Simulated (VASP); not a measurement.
# Pr: single point with LDA

Pr:

```
CELL_PARAMETERS angstrom
0.00000 2.91745 2.91745
2.91745 0.00000 2.91745
2.91745 2.91745 0.00000
ATOMIC_POSITIONS crystal
Pr 0.00000 0.00000 0.00000
Pr 0.25000 0.25000 0.25000
```

```yaml
Program: VASP 6.6.1
Task: single point
Functional: LDA
Potentials_or_basis: VASP PAW PBE potentials, release 64 (Pr)
Cutoff: 520 eV
k_mesh: 8 × 8 × 8
Occupations: fermi-dirac, width 0.136057 eV
Spin: no spin polarisation
```

The pressure is 0.4 GPa and the band gap on the k mesh is zero (band 13 reaches 7.84 eV, above the bottom of band 14 at 7.37 eV).

Levels at points of the mesh, in eV from the Fermi level:
| k point | band 11 | band 12 | band 13 | band 14 | band 15 | band 16 |
| --- | --- | --- | --- | --- | --- | --- |
| (0.00, 0.00, 0.00) | -0.61 | 0.14 | 0.14 | 0.14 | 0.24 | 0.24 |
| (0.50, 0.00, 0.00) | -0.84 | -0.53 | -0.33 | -0.33 | 0.29 | 0.62 |
| (0.50, 0.50, 0.00) | -0.62 | -0.62 | -0.09 | -0.09 | 0.41 | 0.41 |

Wall time 95 s on 1 thread of Intel(R) Xeon(R) Platinum 8259CL CPU @ 2.50GHz (Skylake/Cascade Lake), with other jobs on the host, peak memory 0.16 GiB.

Caveat: the PAW data sets were made with another functional, which shifts forces and pressure a little; spin-orbit coupling is left out, which moves the levels of the heavy elements. Spin polarisation is off, so any magnetic state and its effect on volume and gap are missing.
